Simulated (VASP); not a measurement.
Input of a VASP 6.6.1 run:

File POSCAR:

```
KTaO3
1.0
    4.1098350361      0.0000000000      0.0000000000
    0.0000000000      4.1098350361      0.0000000000
    0.0000000000      0.0000000000      4.1098350361
K Ta O
1 1 3
Direct
    0.0000000000      0.0000000000      0.0000000000
    0.5000000000      0.5000000000      0.5000000000
    0.5000000000      0.5000000000      0.0000000000
    0.5000000000      0.0000000000      0.5000000000
    0.0000000000      0.5000000000      0.5000000000
```

INCAR.step1

```
  PREC = Accurate
  ENCUT = 520
  EDIFF = 1E-5
  ISMEAR = 0
  SIGMA = 0.01
  LREAL = False
  LASPH = True
  NELM = 60
  ALGO = Normal
  ISIF = 2
  LWAVE = True
  LCHARG = False
  NBANDS = 27
  GGA = PE
```

File INCAR.step2:

```
  PREC = Accurate
  ENCUT = 520
  EDIFF = 1E-6
  ISMEAR = 0
  SIGMA = 0.01
  LREAL = False
  LASPH = True
  NELM = 60
  ALGO = Normal
  ISIF = 2
  LWAVE = False
  LCHARG = False
  GGA = PE
  LHFCALC = True
  HFSCREEN = 0.2079
  PRECFOCK = Fast
  NBANDS = 27
  ISTART = 1
```

Contents of KPOINTS:

```
Automatic mesh
0
Gamma
  4 4 4
```

Potentials or basis: VASP PAW PBE potentials, release 64 (K_sv, Ta_pv, O).

The run is started by

```bash
$ cat potpaw_PBE.64/K_sv/POTCAR potpaw_PBE.64/Ta_pv/POTCAR potpaw_PBE.64/O/POTCAR > POTCAR
$ cp INCAR.step1 INCAR
$ mpirun -np 1 vasp_std > vasp.out
$ cp INCAR.step2 INCAR
$ mpirun -np 1 vasp_std > vasp.out
```

(1) Predict the pressure.

(2) Predict the band gap on the k mesh.

Answers

(1) -15.7 GPa.

(2) 3.22 eV, indirect (least direct gap 3.88 eV).

Caveat: the cell differs from its parent crystal (strain +3.0%); the PAW data sets were made with another functional, which shifts forces and pressure a little; spin-orbit coupling is left out, which moves the levels of the heavy elements.
